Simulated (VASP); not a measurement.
# Si3Sn in VASP: single point with PBE

Aim: the single point of Si3Sn with PBE.

All numbers are computed with VASP 6.6.1; they aren't measurements. Logs are shortened: lines on timing, memory, paths and dates and some standing lists are left out, and cuts for length are marked.

## (1) The cell of the first run

The typed cell holds 4 atoms: a = 3.284 Å, b = 3.284 Å, c = 6.777 Å, α = 90.00°, β = 90.00°, γ = 90.01°.

## (2) Single point, PBE

File INCAR:

```
PREC     = Accurate       # precision mode
ENCUT    = 520            # plane-wave cutoff, eV
EDIFF    = 1E-6           # SCF threshold, eV
ISMEAR   = 0              # smearing method
SIGMA    = 0.1            # smearing width, eV
LREAL    = False          # projectors in reciprocal space
LASPH    = True           # aspherical terms in the spheres
NELM     = 60             # most SCF steps
ALGO     = Normal         # electronic algorithm
ISIF     = 2              # what is computed and relaxed
LWAVE    = False          # write WAVECAR
LCHARG   = False          # write CHGCAR
GGA      = PE             # functional
NBANDS   = 21             # bands
```

File KPOINTS:

```
regular mesh
0
Gamma
  14 14 8
```

File POSCAR:

```
Si3Sn
1.0
    2.3220756520     -2.3223895132      0.0000000000
    2.3220756520      2.3223895132      0.0000000000
    0.0000000000      0.0000000000      6.7767085208
Si Sn
3 1
Direct
    0.0000000000      0.0000000000      0.6861848147
    0.0000000000      0.0000000000      0.3138151853
    0.5000000000      0.5000000000      0.5000000000
    0.5000000000      0.5000000000      0.0000000000
```

Potentials or basis: VASP PAW PBE potentials, release 64 (Si, Sn_d).

Run with:

```bash
cat potpaw_PBE.64/Si/POTCAR potpaw_PBE.64/Sn_d/POTCAR > POTCAR
mpirun -np 1 vasp_std > vasp.out
```

OUTCAR:

```text
PREC = Accurate
   ENCUT = 520
   EDIFF = 1E-6
   ISMEAR = 0
   LREAL = False
   LASPH = True
   NELM = 60
   ISIF = 2
   GGA = PE

 ion  position               nearest neighbor table
   1  0.000  0.000  0.686-   2 2.52   3 2.64   3 2.64   3 2.64   3 2.64   4 3.15   4 3.15   4 3.15
                             4 3.15
   2  0.000  0.000  0.314-   1 2.52   3 2.64   3 2.64   3 2.64   3 2.64   4 3.15   4 3.15   4 3.15
                             4 3.15
   3  0.500  0.500  0.500-   1 2.64   2 2.64   1 2.64   2 2.64   1 2.64   2 2.64   1 2.64   2 2.64
                             4 3.39   4 3.39
   4  0.500  0.500  0.000-   1 3.15   2 3.15   1 3.15   2 3.15   1 3.15   2 3.15   1 3.15   2 3.15
                             3 3.39   3 3.39

  LATTYP: Found a base centered orthorhombic cell.
 ALAT       =     4.6441513040
 B/A-ratio  =     1.0001351641
 C/A-ratio  =     1.4591920196

  Lattice vectors:

 A1 = (   2.3220756520,  -2.3223895132,   0.0000000000)
 A2 = (   2.3220756520,   2.3223895132,   0.0000000000)
 A3 = (   0.0000000000,   0.0000000000,   6.7767085208)

Analysis of symmetry for initial positions (statically):
=====================================================================
 Subroutine PRICEL returns:
 Original cell was already a primitive cell.

 Routine SETGRP: Setting up the symmetry group for a
 base centered orthorhombic supercell.

 Subroutine GETGRP returns: Found  8 space group operations
 (whereof  8 operations were pure point group operations)
 out of a pool of  8 trial point group operations.

The static configuration has the point symmetry D_2h.

Analysis of symmetry for dynamics (positions and initial velocities):
=====================================================================
 Subroutine PRICEL returns:
 Original cell was already a primitive cell.

 Routine SETGRP: Setting up the symmetry group for a
 base centered orthorhombic supercell.

 Subroutine GETGRP returns: Found  8 space group operations
 (whereof  8 operations were pure point group operations)
 out of a pool of  8 trial point group operations.

The dynamic configuration has the point symmetry D_2h.

 Subroutine INISYM returns: Found  8 space group operations
 (whereof  8 operations are pure point group operations),
 and found     1 'primitive' translations

----------------------------------------------------------------------------------------

                                     Primitive cell

  volume of cell :      73.0904

  direct lattice vectors                    reciprocal lattice vectors
     2.322075652 -2.322389513  0.000000000     0.215324595 -0.215295495  0.000000000
     2.322075652  2.322389513  0.000000000     0.215324595  0.215295495  0.000000000
     0.000000000  0.000000000  6.776708521     0.000000000  0.000000000  0.147564263

  length of vectors
     3.284132821  3.284132821  6.776708521     0.304494387  0.304494387  0.147564263

  position of ions in fractional coordinates (direct lattice)
     0.000000000  0.000000000  0.686184815
     0.000000000  0.000000000  0.313815185
     0.500000000  0.500000000  0.500000000
     0.500000000  0.500000000  0.000000000

  ion indices of the primitive-cell ions
   primitive index   ion index
                 1           1
                 2           2
                 3           3
                 4           4

----------------------------------------------------------------------------------------

 KPOINTS: regular mesh

Automatic generation of k-mesh.
 Grid dimensions read from file:
 generate k-points for:   14   14    8

 Generating k-lattice:

  Cartesian coordinates                     Fractional coordinates (reciprocal lattice)
     0.015380328 -0.015378250  0.000000000     0.071428571  0.000000000  0.000000000
     0.015380328  0.015378250  0.000000000     0.000000000  0.071428571  0.000000000
     0.000000000  0.000000000  0.018445533     0.000000000  0.000000000  0.125000000

  Length of vectors
     0.021749599  0.021749599  0.018445533

  Shift w.r.t. Gamma in fractional coordinates (k-lattice)
     0.000000000  0.000000000  0.000000000

 Subroutine IBZKPT returns following result:
 ===========================================

 Found    285 irreducible k-points:

 Following reciprocal coordinates:
            Coordinates               Weight
  0.000000  0.000000  0.000000      1.000000
  0.071429 -0.000000  0.000000      4.000000
  0.142857 -0.000000  0.000000      4.000000
  0.214286  0.000000  0.000000      4.000000
  0.285714 -0.000000  0.000000      4.000000
  0.357143  0.000000  0.000000      4.000000
[... 16 lines left out ...]
  0.214286  0.142857  0.000000      4.000000
  0.285714  0.142857  0.000000      4.000000
 [... further k-points ...]
   k-points           NKPTS =    285   k-points in BZ     NKDIM =    285   number of bands    NBANDS=     21
   number of dos      NEDOS =    301   number of ions     NIONS =      4
   total plane-waves  NPLWV =  28800
   dimension x,y,z NGX =    24 NGY =   24 NGZ =   50
   dimension x,y,z NGXF=    48 NGYF=   48 NGZF=  100
   ions per type =               3   1
   NGX,Y,Z   is equivalent  to a cutoff of  12.15, 12.15, 12.27 a.u.
   NGXF,Y,Z  is equivalent  to a cutoff of  24.30, 24.30, 24.53 a.u.
 SYSTEM =  unknown system
   PREC   = accura    normal or accurate (medium, high low for compatibility)
   ISTART =      0    job   : 0-new  1-cont  2-samecut
   ICHARG =      2    charge: 1-file 2-atom 10-const
   ISPIN  =      1    spin polarized calculation?
   LNONCOLLINEAR =      F non collinear calculations
   LSORBIT =      F    spin-orbit coupling
   LASPH  =      T    aspherical Exc in radial PAW
   ENCUT  =  520.0 eV  38.22 Ry    6.18 a.u.   6.11  6.11 12.60*2*pi/ulx,y,z
   NELM   =     60;   NELMIN=  2; NELMDL= -5     # of ELM steps
   EDIFF  = 0.1E-05   stopping-criterion for ELM
   LREAL  =      F    real-space projection
   EDIFFG = 0.1E-04   stopping-criterion for IOM
   NSW    =      0    number of steps for IOM
   IBRION =     -1    ionic relax: 0-MD 1-quasi-New 2-CG
   NFREE  =      0    steps in history (QN), initial steepest desc. (CG)
   ISIF   =      2    stress and relaxation
   ISYM   =      2    0-nonsym 1-usesym 2-fastsym
   POTIM  = 0.5000    time-step for ionic-motion
   TEBEG  =    0.0;   TEEND  =   0.0 temperature during run
   PSTRESS=    0.0 pullay stress
   NELECT =      26.0000    total number of electrons
   NUPDOWN=      -1.0000    fix difference up-down
   EMIN   =  10.00;   EMAX   =-10.00  energy-range for DOS
   EFERMI =   0.00;   METHOD = LEGACY
   ISMEAR =     0;   SIGMA  =   0.10  broadening in eV -4-tet -1-fermi 0-gaus
   EFERMI_NEDOS =   21; number of points for ismear=-14 and -15
   IALGO  =     38    algorithm
   IMIX   =      4    mixing-type and parameters
     AMIX     =   0.40;   BMIX     =  1.00
     AMIX_MAG =   1.60;   BMIX_MAG =  1.00
  volume/ion in A,a.u.               =      18.27       123.31
  Fermi-wavevector in a.u.,A,eV,Ry     =   1.159968  2.192021 18.306978  1.345525
  Thomas-Fermi vector in A             =   2.296555
   LORBIT       =      0    0 simple, 1 ext, 2 COOP (PROOUT), +10 PAW based schemes
   GGA     = PE    functional components
   LHFCALC =     F    Hartree Fock is set to
   AEXX    =    0.0000 exact exchange contribution
   IVDW    =     0    specifies the selected vdW correction
   LEPSILON=     F    determine dielectric tensor
   LRPA    =     F    only Hartree local field effects (RPA)
 non-spin polarized calculation
 Gauss-broadening in eV      SIGMA  =   0.10
  energy-cutoff  :      520.00
  volume of cell :       73.09
 maximum number of plane-waves:      2004
   NGX = 13   NGY = 13   NGZ = 25

 number of electron      25.9999992 magnetization

 Free energy of the ion-electron system (eV)
  ---------------------------------------------------
  ext. energy  EPLUGINS =         0.00000000
  ---------------------------------------------------
  free energy    TOTEN  =       -18.39736716 eV

  energy without entropy =      -18.38812928  energy(sigma->0) =      -18.39274822

 E-fermi :   8.9137     XC(G=0): -10.7465

 val. band max:        8.9131441136   @ k =   0.2857   0.1429   0.1250
 cond. band min:       8.9147468582   @ k =  -0.2857   0.2857   0.0000
 fundamental gap:      0.0016027445
 Fermi energy:         8.9137327497

 k-point     1 :       0.0000    0.0000    0.0000
  band No.  band energies     occupation
      1     -12.8403      2.00000
      2     -12.7639      2.00000
      3     -12.6773      2.00000
      4     -12.6773      2.00000
      5     -12.6331      2.00000
      6      -4.4976      2.00000
[... 13 lines left out ...]
     20      14.9799      0.00000
     21      14.9912      0.00000

 k-point     2 :       0.0714   -0.0000    0.0000
  band No.  band energies     occupation
      1     -12.8340      2.00000
      2     -12.7610      2.00000
      3     -12.6809      2.00000
      4     -12.6770      2.00000
      5     -12.6359      2.00000
      6      -4.4289      2.00000
[... 13 lines left out ...]
     20      15.3911      0.00000
     21      15.5079      0.00000

 k-point     3 :       0.1429   -0.0000    0.0000
  band No.  band energies     occupation
      1     -12.8186      2.00000
      2     -12.7504      2.00000
      3     -12.6909      2.00000
      4     -12.6761      2.00000
      5     -12.6436      2.00000
      6      -4.2229      2.00000
[... 13 lines left out ...]
     20      15.7571      0.00000
     21      16.4706      0.00000
[... 457 lines left out ...]
 k-point    23 :       0.2143    0.1429    0.0000
  band No.  band energies     occupation
      1     -12.7694      2.00000
      2     -12.7265      2.00000
      3     -12.7038      2.00000
      4     -12.6879      2.00000
      5     -12.6667      2.00000
      6      -3.6068      2.00000
[... 13 lines left out ...]
     20      15.7009      0.00000
     21      16.2076      0.00000

 k-point    24 :       0.2857    0.1429    0.0000
  band No.  band energies     occupation
      1     -12.7595      2.00000
      2     -12.7195      2.00000
      3     -12.6945      2.00000
      4     -12.6863      2.00000
      5     -12.6797      2.00000
      6      -3.1303      2.00000
[... 13 lines left out ...]
     20      15.2661      0.00000
     21      15.6935      0.00000

 [... further k-points ...]

------------------------ aborting loop because EDIFF is reached ----------------------------------------

  FORCE on cell =-STRESS in cart. coord.  units (eV):
  Direction    XX          YY          ZZ          XY          YZ          ZX
  --------------------------------------------------------------------------------------
  -------------------------------------------------------------------------------------
  Total       -0.0371636     -0.0369418     -0.0180120     -0.0000000      0.0000000      0.0000000
  in kB       -0.8146439     -0.8097826     -0.3948310     -0.0000000      0.0000000      0.0000000
  external PRESSURE =      -0.6730858 kB  Pullay stress =       0.0000000 kB

 VOLUME and BASIS-vectors are now :
 -----------------------------------------------------------------------------
  energy-cutoff  :      520.00
  volume of cell :       73.09
      direct lattice vectors                 reciprocal lattice vectors
     2.322075652 -2.322389513  0.000000000     0.215324595 -0.215295495  0.000000000
     2.322075652  2.322389513  0.000000000     0.215324595  0.215295495  0.000000000
     0.000000000  0.000000000  6.776708521     0.000000000  0.000000000  0.147564263

 POSITION                                       TOTAL-FORCE (eV/Angst)
 -----------------------------------------------------------------------------------
      0.00000      0.00000      4.65007         0.000000     -0.000000     -0.007681
      0.00000      0.00000      2.12663        -0.000000     -0.000000      0.007681
      2.32208      0.00000      3.38835         0.000000     -0.000000      0.000000
      2.32208      0.00000      0.00000        -0.000000      0.000000      0.000000
 -----------------------------------------------------------------------------------
    total drift:                               -0.000000     -0.000000     -0.000000

  FREE ENERGIE OF THE ION-ELECTRON SYSTEM (eV)
  ---------------------------------------------------
  free  energy   TOTEN  =       -18.3973671551 eV

  energy  without entropy=      -18.3881292813  energy(sigma->0) =      -18.39274822
```

It took 3.7 min on 1 thread of AMD EPYC 7R13 (Zen 3), shared host; peak memory 0.44 GiB.

Results:

| Property | Result |
| --- | --- |
| Free energy | -18.3974 eV |
| Pressure | -0.1 GPa |
| Largest force | 0.008 eV/Å |
| Band gap on the k mesh | zero (bands 13 and 14 overlap by 4.25 eV) |

Forces on the atoms (eV/Å):
```
Si   0.000  0.000 -0.008
Si   0.000  0.000  0.008
Si   0.000  0.000  0.000
Sn   0.000  0.000  0.000
```

Caveat: spin-orbit coupling is left out, which moves the levels of the heavy elements.
